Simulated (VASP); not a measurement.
Here is a VASP 6.6.1 calculation.

Contents of INCAR:

```
SYSTEM = SiGe3Ru
PREC = Accurate
ENCUT = 600
EDIFF = 1E-7
ISMEAR = 0
SIGMA = 0.1
LREAL = .FALSE.
LASPH = .TRUE.
NELM = 80
ALGO = Normal
ISIF = 3
LWAVE = .FALSE.
LCHARG = .FALSE.
GGA = PE
IBRION = 2
NSW = 90
EDIFFG = -0.04
```

KPOINTS

```
Automatic mesh
0
G
  4 4 4
  0 0 0
```

Contents of POSCAR:

```
SiGe3Ru
1.0
    4.0045023600      0.0000000000      0.0000000000
    0.0000000000      4.0045023600      0.0000000000
    0.0000000000      0.0000000000      5.0730379200
Si Ge Ru
1 3 1
Direct
    0.0000000000      0.0000000000      0.0000000000
    0.0000000000      0.5000000000      0.5000000000
    0.5000000000      0.0000000000      0.5000000000
    0.5000000000      0.5000000000      0.1076000000
    0.5000000000      0.5000000000      0.6650000200
```

Potentials or basis: VASP PAW PBE potentials, release 64 (Si, Ge_d, Ru_pv).

Run with:

```console
$ cat potpaw_PBE.64/Si/POTCAR potpaw_PBE.64/Ge_d/POTCAR potpaw_PBE.64/Ru_pv/POTCAR > POTCAR
$ mpirun -np 1 vasp_std > vasp.out
```

Problem. What does it give for the band gap on the k mesh?

Solution. Zero (bands 30 and 31 overlap by 1.30 eV).

Problem. Estimate the relaxed cell.

Solution. a = 4.163 Å, b = 4.163 Å, c = 5.744 Å, α = 90.00°, β = 90.00°, γ = 90.00°.

Problem. What does it give for the space group after relaxing (to 0.1 Å)?

Solution. P4mm (No. 99).

Problem. Estimate the relaxed volume.

Solution. 19.91 Å³/atom.

Forces in eV/Å, atoms in the order of the input:
```
Si   0.000  0.000 -0.011
Ge   0.000  0.000  0.026
Ge   0.000  0.000  0.026
Ge   0.000  0.000 -0.001
Ru   0.000  0.000 -0.039
```

Caveat: the k points lie up to 0.38 Å⁻¹ apart in the final cell, too coarse for converged energies and pressures of a metal; the volume moved by over 15 % at a fixed basis, so the end points are rough.
